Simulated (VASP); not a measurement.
Co:

```
Co
1.0
     2.47351    0.00000    0.00000
    -1.23676    2.14212    0.00000
     0.00000    0.00000    4.01489
Co
2
Direct
  0.33333 0.66667 0.25000
  0.66667 0.33333 0.75000
```

This cell differs from its parent crystal: volume scaled by 0.96.

Base run:

| Property | Result |
| --- | --- |
| Program | VASP 6.6.1 |
| Functional | PBE |
| Potentials or basis | VASP PAW PBE potentials, release 64 (Co) |
| Cutoff | 520 eV |
| k mesh | 15 × 15 × 8 |
| Occupations | fermi-dirac, width 0.08 eV |
| Spin | collinear spin, ferromagnetic start |
| Starting moments | [2.0, 2.0] μB |

Its results: pressure 4.1 GPa.

Question: The run is repeated on the same cell with these changes: spin from collinear spin, ferromagnetic start to no spin polarisation; further incar settings from ALGO = Normal; EDIFF = 1e-06; NBANDS = 20 to ALGO = Normal; EDIFF = 1e-06; NBANDS = 16. What comes out?

Answer: Pressure -6.9 GPa.
